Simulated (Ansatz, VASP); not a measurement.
**AlN in VASP and in Ansatz**

POSCAR

```
AlN
1.0
    2.9823987244      0.0000000000      0.0000000000
   -1.4911993622      2.5828330596      0.0000000000
    0.0000000000      0.0000000000      4.7792686516
Al N
2 2
Direct
    0.3333333333      0.6666666667      0.0016929024
    0.6666666667      0.3333333333      0.5016929024
    0.3333333333      0.6666666667      0.3833070976
    0.6666666667      0.3333333333      0.8833070976
```

INCAR.step1

```
ALGO     = Normal         # electronic algorithm
EDIFF    = 1E-4           # SCF threshold, eV
ENCUT    = 520            # plane-wave cutoff, eV
GGA      = PE             # functional
ISMEAR   = 0              # smearing method
LASPH    = True           # aspherical terms in the spheres
LCHARG   = False          # write CHGCAR
LREAL    = False          # projectors in reciprocal space
LWAVE    = True           # write WAVECAR
NBANDS   = 16             # bands
NELM     = 80             # most SCF steps
PREC     = Accurate       # precision mode
SIGMA    = 0.05           # smearing width, eV
```

Contents of INCAR.step2:

```
ALGO     = Normal         # electronic algorithm
EDIFF    = 1E-7           # SCF threshold, eV
ENCUT    = 520            # plane-wave cutoff, eV
ISIF     = 2              # what is computed and relaxed
ISMEAR   = 0              # smearing method
ISTART   = 1            
LASPH    = True           # aspherical terms in the spheres
LCHARG   = False          # write CHGCAR
LMIXTAU  = True         
LREAL    = False          # projectors in reciprocal space
LWAVE    = False          # write WAVECAR
METAGGA  = R2SCAN         # meta-GGA
NBANDS   = 16             # bands
NELM     = 80             # most SCF steps
PREC     = Accurate       # precision mode
SIGMA    = 0.05           # smearing width, eV
```

Contents of KPOINTS:

```
k-points
0
Gamma
  12 12 6
```

Input for Ansatz:

```yaml
crystal:
  lattice:
    - [2.9823987244, 0.0, 0.0]
    - [-1.4911993622, 2.5828330596, 0.0]
    - [0.0, 0.0, 4.7792686516]
  atoms:
    - { symbol: Al, position: [0.3333333333, 0.6666666667, 0.0016929024] }
    - { symbol: Al, position: [0.6666666667, 0.3333333333, 0.5016929024] }
    - { symbol: "N", position: [0.3333333333, 0.6666666667, 0.3833070976] }
    - { symbol: "N", position: [0.6666666667, 0.3333333333, 0.8833070976] }
basis:
  ecutwfc: 500
kpoints:
  mp_grid: { grid: [12, 12, 6] }
hamiltonian:
  xc: r2scan
scf:
  occupations: { method: gaussian, width: 0.05 }
output:
  forces: true
  stress: true
  eigenvalues: true
```

Change from the starting cell: strain -0.040 along x and y, -0.040 along z, atoms carried along.

Alike in both runs: task single point; functional r2SCAN; k mesh 12 × 12 × 6; occupations gaussian, width 0.05 eV; no spin polarisation.

```csv
,VASP,Ansatz
version,VASP 6.6.1,Ansatz 0.2.0
potentials or method,"VASP PAW PBE potentials, release 64 (Al, N), cutoff 520 eV","scalar-relativistic, plane waves, PAW"
valence electrons in the cell,16,16
```

```tsv
	VASP	Ansatz	Ansatz less VASP
gap on the k mesh at the Fermi level (eV)	5.77	5.78	+0.012
least direct gap on the mesh (eV)	6.10	6.05	-0.049
pressure (GPa)	32.5	32.6	+0.16
traceless stress, the component that is largest in VASP (GPa)	-1.58	-1.56	+0.024
rms of the force components (eV/Å)	0.035	0.035	-0.0004
```

VASP's potentials were made for PBE, not for r2SCAN. Atom by atom the forces differ by 0.000 eV/Å (rms over components). Both programs put the cell under a high pressure, so it lies far from rest at this level.
